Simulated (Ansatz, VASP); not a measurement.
# WSe2: VASP beside Ansatz

```
W Se
1.0
     3.65607    0.00000    0.00000
    -1.82803    2.31434    0.00000
     0.00000    0.00000    7.49601
W Se
1 2
Direct
  0.00000 0.00000 0.00000
  0.33333 0.66667 0.24055
  0.33333 0.66667 0.75945
```

Change from the starting cell: strain +e along x and -e along y +0.1500, strain +e along z and -e/2 along x and y +0.0700.

Alike in both runs: task single point; functional PBE; dispersion D3(BJ); k mesh 9 × 9 × 4; occupations gaussian, width 0.05 eV; no spin polarisation.

|  | VASP | Ansatz |
| --- | --- | --- |
| version | VASP 6.6.1 | Ansatz 0.2.0 |
| potentials or method | VASP PAW PBE potentials, release 64 (W_sv, Se), cutoff 520 eV | scalar-relativistic, plane waves, PAW |
| valence electrons in the cell | 26 | 46 |

|  | VASP | Ansatz | Ansatz less VASP |
| --- | --- | --- | --- |
| gap on the k mesh at the Fermi level (eV) | none | none | - |
| pressure (GPa) | 9.7 | 9.4 | -0.34 |
| traceless stress, the component that is largest in VASP (GPa) | 24.50 | 24.52 | +0.013 |
| rms of the force components (eV/Å) | 1.103 | 1.096 | -0.0068 |

Atom by atom the forces differ by 0.025 eV/Å (rms over components). A gap of «none» marks a metal or a gap that the smearing closes. VASP's potentials hold 26 valence electrons a cell and Ansatz's 46, so a difference there can come from the potentials and not from the codes.

Neither program's run includes spin-orbit coupling.
